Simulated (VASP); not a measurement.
# H2 in VASP: further runs

H2 is run at these levels: PBEsol; tasks: single point, relaxation of the atoms.

Program: VASP 6.6.1. These are calculated values, not measurements. Logs are shortened: lines on timing, memory, paths and dates and some standing lists are left out, and cuts for length are marked.

**1. The cell of the first run**

The cell holds a molecule in a box, 2 atoms: a = 9.000 Å, b = 9.500 Å, c = 10.000 Å, α = 90.00°, β = 90.00°, γ = 90.00°.

**2. Single point, PBEsol**

Input file INCAR:

```
PREC = Accurate
ENCUT = 520
EDIFF = 1E-6
ISMEAR = 1
SIGMA = 0.02
LREAL = False
LASPH = True
NELM = 80
ALGO = Normal
ISIF = 2
LWAVE = False
LCHARG = False
GGA = PS
NBANDS = 8
```

Input file KPOINTS:

```
Automatic mesh
0
Gamma
  1 1 1
```

Input file POSCAR:

```
H
1.0
    9.0000000000      0.0000000000      0.0000000000
    0.0000000000      9.5000000000      0.0000000000
    0.0000000000      0.0000000000     10.0000000000
H
2
Direct
    0.5000000000      0.5000000000      0.4621109440
    0.5000000000      0.5000000000      0.5378890560
```

Potentials or basis: VASP PAW PBE potentials, release 64 (H).

Command:

```console
$ cat potpaw_PBE.64/H/POTCAR > POTCAR
$ mpirun -np 1 vasp_gam > vasp.out
```

OUTCAR:

```text
PREC = Accurate
   ENCUT = 520
   EDIFF = 1E-6
   ISMEAR = 1
   LREAL = False
   LASPH = True
   NELM = 80
   ISIF = 2
   GGA = PS

 ion  position               nearest neighbor table
   1  0.500  0.500  0.462-   2 0.76
   2  0.500  0.500  0.538-   1 0.76

  LATTYP: Found a simple orthorhombic cell.
 ALAT       =     9.0000000000
 B/A-ratio  =     1.0555555556
 C/A-ratio  =     1.1111111111

  Lattice vectors:

 A1 = (   9.0000000000,   0.0000000000,   0.0000000000)
 A2 = (   0.0000000000,   9.5000000000,   0.0000000000)
 A3 = (   0.0000000000,   0.0000000000,  10.0000000000)

Analysis of symmetry for initial positions (statically):
=====================================================================
 Subroutine PRICEL returns:
 Original cell was already a primitive cell.

 Routine SETGRP: Setting up the symmetry group for a
 simple orthorhombic supercell.

 Subroutine GETGRP returns: Found  8 space group operations
 (whereof  8 operations were pure point group operations)
 out of a pool of  8 trial point group operations.

The static configuration has the point symmetry D_2h.

Analysis of symmetry for dynamics (positions and initial velocities):
=====================================================================
 Subroutine PRICEL returns:
 Original cell was already a primitive cell.

 Routine SETGRP: Setting up the symmetry group for a
 simple orthorhombic supercell.

 Subroutine GETGRP returns: Found  8 space group operations
 (whereof  8 operations were pure point group operations)
 out of a pool of  8 trial point group operations.

The dynamic configuration has the point symmetry D_2h.

 Subroutine INISYM returns: Found  8 space group operations
 (whereof  8 operations are pure point group operations),
 and found     1 'primitive' translations

----------------------------------------------------------------------------------------

                                     Primitive cell

  volume of cell :     855.0000

  direct lattice vectors                    reciprocal lattice vectors
     9.000000000  0.000000000  0.000000000     0.111111111  0.000000000  0.000000000
     0.000000000  9.500000000  0.000000000     0.000000000  0.105263158  0.000000000
     0.000000000  0.000000000 10.000000000     0.000000000  0.000000000  0.100000000

  length of vectors
[... 53 lines left out ...]
   LNONCOLLINEAR =      F non collinear calculations
   LSORBIT =      F    spin-orbit coupling
   LASPH  =      T    aspherical Exc in radial PAW
   ENCUT  =  520.0 eV  38.22 Ry    6.18 a.u.  16.73 17.66 18.59*2*pi/ulx,y,z
   NELM   =     80;   NELMIN=  2; NELMDL= -5     # of ELM steps
   EDIFF  = 0.1E-05   stopping-criterion for ELM
   LREAL  =      F    real-space projection
   EDIFFG = 0.1E-04   stopping-criterion for IOM
   NSW    =      0    number of steps for IOM
   IBRION =     -1    ionic relax: 0-MD 1-quasi-New 2-CG
   NFREE  =      0    steps in history (QN), initial steepest desc. (CG)
   ISIF   =      2    stress and relaxation
   ISYM   =      2    0-nonsym 1-usesym 2-fastsym
   POTIM  = 0.5000    time-step for ionic-motion
   TEBEG  =    0.0;   TEEND  =   0.0 temperature during run
   PSTRESS=    0.0 pullay stress
   NELECT =       2.0000    total number of electrons
   NUPDOWN=      -1.0000    fix difference up-down
   EMIN   =  10.00;   EMAX   =-10.00  energy-range for DOS
   EFERMI =   0.00;   METHOD = LEGACY
   ISMEAR =     1;   SIGMA  =   0.02  broadening in eV -4-tet -1-fermi 0-gaus
   EFERMI_NEDOS =   21; number of points for ismear=-14 and -15
   IALGO  =     38    algorithm
   IMIX   =      4    mixing-type and parameters
     AMIX     =   0.40;   BMIX     =  1.00
     AMIX_MAG =   1.60;   BMIX_MAG =  1.00
  volume/ion in A,a.u.               =     427.50      2884.91
  Fermi-wavevector in a.u.,A,eV,Ry     =   0.217318  0.410672  0.642565  0.047227
  Thomas-Fermi vector in A             =   0.994036
   LORBIT       =      0    0 simple, 1 ext, 2 COOP (PROOUT), +10 PAW based schemes
   GGA     = PS    functional components
   LHFCALC =     F    Hartree Fock is set to
   AEXX    =    0.0000 exact exchange contribution
   IVDW    =     0    specifies the selected vdW correction
   LEPSILON=     F    determine dielectric tensor
   LRPA    =     F    only Hartree local field effects (RPA)
 non-spin polarized calculation
 Methfessel and Paxton  Order N= 1 SIGMA  =   0.02
  energy-cutoff  :      520.00
  volume of cell :      855.00
 maximum number of plane-waves:     11510
 NGX is ok and might be reduce to    70
   NGX = 33   NGY = 35   NGZ = 37

 number of electron       2.0000001 magnetization

 Free energy of the ion-electron system (eV)
  ---------------------------------------------------
  ext. energy  EPLUGINS =         0.00000000
  ---------------------------------------------------
  free energy    TOTEN  =        -6.51228976 eV

  energy without entropy =       -6.51344934  energy(sigma->0) =       -6.51267628

 E-fermi : -10.0907     XC(G=0):  -0.4279

 val. band max:      -10.1075135641   @ k =   0.0000   0.0000   0.0000
 cond. band min:      -0.1690456801   @ k =   0.0000   0.0000   0.0000
 fundamental gap:      9.9384678840
 Fermi energy:       -10.0906759198

 k-point     1 :       0.0000    0.0000    0.0000
  band No.  band energies     occupation
      1     -10.1075      2.00000
      2      -0.1690      0.00000
      3       0.4259      0.00000
      4       1.0756      0.00000
      5       1.2082      0.00000
      6       1.3623      0.00000
      7       1.5283      0.00000
      8       1.7254      0.00000

------------------------ aborting loop because EDIFF is reached ----------------------------------------

  FORCE on cell =-STRESS in cart. coord.  units (eV):
  Direction    XX          YY          ZZ          XY          YZ          ZX
  --------------------------------------------------------------------------------------
  -------------------------------------------------------------------------------------
  Total       -0.0254614     -0.0247345     -0.0162541      0.0000000      0.0000000      0.0000000
  in kB       -0.0477119     -0.0463498     -0.0304585      0.0000000      0.0000000      0.0000000
  external PRESSURE =      -0.0415067 kB  Pullay stress =       0.0000000 kB

 VOLUME and BASIS-vectors are now :
 -----------------------------------------------------------------------------
  energy-cutoff  :      520.00
  volume of cell :      855.00
      direct lattice vectors                 reciprocal lattice vectors
     9.000000000  0.000000000  0.000000000     0.111111111  0.000000000  0.000000000
     0.000000000  9.500000000  0.000000000     0.000000000  0.105263158  0.000000000
     0.000000000  0.000000000 10.000000000     0.000000000  0.000000000  0.100000000

 POSITION                                       TOTAL-FORCE (eV/Angst)
 -----------------------------------------------------------------------------------
      4.50000      4.75000      4.62111         0.000000      0.000000     -0.019423
      4.50000      4.75000      5.37889         0.000000      0.000000      0.019423
 -----------------------------------------------------------------------------------
    total drift:                                0.000000      0.000000      0.000000

  FREE ENERGIE OF THE ION-ELECTRON SYSTEM (eV)
  ---------------------------------------------------
  free  energy   TOTEN  =        -6.5122897560 eV

  energy  without entropy=       -6.5134493371  energy(sigma->0) =       -6.51267628
```

stdout:

```text
POSCAR found type information on POSCAR H
 POSCAR found :  1 types and       2 ions
 scaLAPACK will be used
 -----------------------------------------------------------------------------
|                                                                             |
|                                                                             |
|     You enforced a specific xc type in the INCAR file but a different       |
|     I HOPE YOU KNOW WHAT YOU ARE DOING!                                     |
|                                                                             |
 -----------------------------------------------------------------------------

 LDA part: xc-table for (Slater+PW92), standard interpolation
 POSCAR, INCAR and KPOINTS ok, starting setup
 FFT: planning ... GRIDC
 FFT: planning ... GRID_SOFT
 FFT: planning ... GRID
 WAVECAR not read
 entering main loop
```

It took 41 s on 1 thread of Intel Xeon Platinum 8259CL at 2.50GHz (Skylake/Cascade Lake), shared host; peak memory 0.65 GiB.

Results:

- Free energy: -6.5123 eV
- Largest force: 0.019 eV/Å
- Gap between the frontier levels: 9.94 eV

Forces on the atoms (eV/Å):
```
H    0.000  0.000 -0.019
H    0.000  0.000  0.019
```

Caveat: the PAW data sets were made with another functional, which shifts forces and pressure a little.

**3. Relaxation of the atoms, PBEsol**

Input file INCAR:

```
SYSTEM = H
PREC = Accurate ; ENCUT = 520
EDIFF = 1E-6 ; ISMEAR = 1
SIGMA = 0.02 ; LREAL = .False.
LASPH = .True. ; NELM = 100
ALGO = Normal ; ISIF = 2
LWAVE = .False. ; LCHARG = .False.
GGA = PS ; IBRION = 2
NSW = 80 ; EDIFFG = -0.02
```

Input file KPOINTS:

```
Automatic mesh
0
Gamma
  1 1 1
  0 0 0
```

Input file POSCAR:

```
H
1.0
    9.0000000000      0.0000000000      0.0000000000
    0.0000000000      9.5000000000      0.0000000000
    0.0000000000      0.0000000000     10.0000000000
H
2
Direct
    0.5000000000      0.5000000000      0.4625000000
    0.5000000000      0.5000000000      0.5375000000
```

Potentials or basis: VASP PAW PBE potentials, release 64 (H).

Command:

```console
$ cat potpaw_PBE.64/H/POTCAR > POTCAR
$ mpirun -np 1 vasp_gam > vasp.out
```

OUTCAR:

```text
SYSTEM = H
   PREC = Accurate
   ENCUT = 520
   EDIFF = 1E-6
   ISMEAR = 1
   LREAL = .False.
   LASPH = .True.
   NELM = 100
   ISIF = 2
   GGA = PS
   IBRION = 2
   NSW = 80
   EDIFFG = -0.02

 ion  position               nearest neighbor table
   1  0.500  0.500  0.462-   2 0.75
   2  0.500  0.500  0.538-   1 0.75

  LATTYP: Found a simple orthorhombic cell.
 ALAT       =     9.0000000000
 B/A-ratio  =     1.0555555556
 C/A-ratio  =     1.1111111111

  Lattice vectors:

 A1 = (   9.0000000000,   0.0000000000,   0.0000000000)
 A2 = (   0.0000000000,   9.5000000000,   0.0000000000)
 A3 = (   0.0000000000,   0.0000000000,  10.0000000000)

Analysis of symmetry for initial positions (statically):
=====================================================================
 Subroutine PRICEL returns:
 Original cell was already a primitive cell.

 Routine SETGRP: Setting up the symmetry group for a
 simple orthorhombic supercell.

 Subroutine GETGRP returns: Found  8 space group operations
 (whereof  8 operations were pure point group operations)
 out of a pool of  8 trial point group operations.

The static configuration has the point symmetry D_2h.

Analysis of symmetry for dynamics (positions and initial velocities):
=====================================================================
 Subroutine PRICEL returns:
 Original cell was already a primitive cell.

 Routine SETGRP: Setting up the symmetry group for a
 simple orthorhombic supercell.

 Subroutine GETGRP returns: Found  8 space group operations
 (whereof  8 operations were pure point group operations)
 out of a pool of  8 trial point group operations.

The dynamic configuration has the point symmetry D_2h.

 Subroutine INISYM returns: Found  8 space group operations
 (whereof  8 operations are pure point group operations),
 and found     1 'primitive' translations

----------------------------------------------------------------------------------------

[... 92 lines left out ...]
   LORBIT       =      0    0 simple, 1 ext, 2 COOP (PROOUT), +10 PAW based schemes
   GGA     = PS    functional components
   LHFCALC =     F    Hartree Fock is set to
   AEXX    =    0.0000 exact exchange contribution
   IVDW    =     0    specifies the selected vdW correction
   LEPSILON=     F    determine dielectric tensor
   LRPA    =     F    only Hartree local field effects (RPA)
 conjugate gradient relaxation of ions
 non-spin polarized calculation
 Methfessel and Paxton  Order N= 1 SIGMA  =   0.02
  energy-cutoff  :      520.00
  volume of cell :      855.00
 maximum number of plane-waves:     11510
 NGX is ok and might be reduce to    70
   NGX = 33   NGY = 35   NGZ = 37

--------------------------------------- Ionic step        1  -------------------------------------------

 number of electron       2.0000001 magnetization

 Free energy of the ion-electron system (eV)
  ---------------------------------------------------
  ext. energy  EPLUGINS =         0.00000000
  ---------------------------------------------------
  free energy    TOTEN  =        -6.51110781 eV

  energy without entropy =       -6.51226739  energy(sigma->0) =       -6.51149434

------------------------ aborting loop because EDIFF is reached ----------------------------------------

  FORCE on cell =-STRESS in cart. coord.  units (eV):
  Direction    XX          YY          ZZ          XY          YZ          ZX
  --------------------------------------------------------------------------------------
  -------------------------------------------------------------------------------------
  Total       -0.0260191     -0.0253032      0.1827484      0.0000000      0.0000000      0.0000000
  in kB       -0.0487570     -0.0474155      0.3424506      0.0000000      0.0000000      0.0000000
  external PRESSURE =       0.0820927 kB  Pullay stress =       0.0000000 kB
[... 23 lines left out ...]
--------------------------------------- Ionic step        2  -------------------------------------------

 number of electron       2.0000000 magnetization

 E-fermi :  -9.9989     XC(G=0):  -0.4359

 val. band max:      -10.0157015170   @ k =   0.0000   0.0000   0.0000
 cond. band min:      -0.1741512513   @ k =   0.0000   0.0000   0.0000
 fundamental gap:      9.8415502657
 Fermi energy:        -9.9988638727

 k-point     1 :       0.0000    0.0000    0.0000
  band No.  band energies     occupation
      1     -10.0157      2.00000
      2      -0.1742      0.00000
      3       0.3619      0.00000
      4       1.0629      0.00000
      5       1.1961      0.00000
[... 33 lines left out ...]
--------------------------------------- Ionic step        3  -------------------------------------------

 number of electron       2.0000001 magnetization

 Free energy of the ion-electron system (eV)
  ---------------------------------------------------
  ext. energy  EPLUGINS =         0.00000000
  ---------------------------------------------------
  free energy    TOTEN  =        -6.51229519 eV

  energy without entropy =       -6.51345477  energy(sigma->0) =       -6.51268171

 E-fermi : -10.0876     XC(G=0):  -0.4289

 val. band max:      -10.1044626009   @ k =   0.0000   0.0000   0.0000
 cond. band min:      -0.1680574890   @ k =   0.0000   0.0000   0.0000
 fundamental gap:      9.9364051119
 Fermi energy:       -10.0876249565

 k-point     1 :       0.0000    0.0000    0.0000
  band No.  band energies     occupation
      1     -10.1045      2.00000
      2      -0.1681      0.00000
      3       0.4247      0.00000
      4       1.0749      0.00000
      5       1.2078      0.00000
[... 27 lines left out ...]
  FREE ENERGIE OF THE ION-ELECTRON SYSTEM (eV)
  ---------------------------------------------------
  free  energy   TOTEN  =        -6.5122951865 eV

  energy  without entropy=       -6.5134547676  energy(sigma->0) =       -6.51268171

 reached required accuracy - stopping structural energy minimisation
```

OSZICAR:

```text
N       E                     dE             d eps       ncg     rms          rms(c)
DAV:   1     0.237605149864E+01    0.23761E+01   -0.44639E+02    10   0.188E+02
DAV:   2    -0.657939618756E+01   -0.89554E+01   -0.89554E+01    10   0.487E+01
DAV:   3    -0.715293069860E+01   -0.57353E+00   -0.57353E+00    20   0.177E+01
[... 31 lines left out ...]
DAV:   5    -0.651228177741E+01   -0.48653E-05   -0.89767E-07    10   0.502E-03    0.587E-04
DAV:   6    -0.651228620411E+01   -0.44267E-05   -0.11953E-07    10   0.131E-03    0.318E-04
DAV:   7    -0.651229061705E+01   -0.44129E-05   -0.21781E-07    10   0.169E-03    0.152E-04
DAV:   8    -0.651229445684E+01   -0.38398E-05   -0.18019E-07    10   0.164E-03    0.102E-04
DAV:   9    -0.651229518654E+01   -0.72971E-06   -0.10173E-08    10   0.416E-04
   3 F= -.65122952E+01 E0= -.65126817E+01  d E =-.118738E-02
```

It took 87 s on 1 thread of Intel Xeon Platinum 8259CL at 2.50GHz (Skylake/Cascade Lake), shared host; peak memory 0.75 GiB.

Results:

| Item | Value |
| --- | --- |
| Free energy | -6.5123 eV |
| Energy gained by relaxing | 0.6 meV/atom |
| Ionic steps | 3 |
| Gap between the frontier levels | 9.94 eV |

Step by step:
```csv
step,energy change (eV),largest force (eV/Å),pressure (GPa)
1,0.0000,0.2863,0.01
2,0.0047,0.6032,-0.03
3,-0.0012,0.0003,-0.01
```

Final structure:
```xyz
2
Lattice="9.0000 0.0000 0.0000 0.0000 9.5000 0.0000 0.0000 0.0000 10.0000" Properties=species:S:1:pos:R:3 pbc="T T T"
H     4.5000    4.7500    4.6208
H     4.5000    4.7500    5.3792
```

Levels at points of the mesh, in eV from the valence-band top:
| k point | band 1 | band 2 | band 3 | band 4 | band 5 |
| --- | --- | --- | --- | --- | --- |
| (0.00, 0.00, 0.00) | 0.00 | 9.94 | 10.53 | 11.18 | 11.31 |

Caveat: the PAW data sets were made with another functional, which shifts forces and pressure a little.
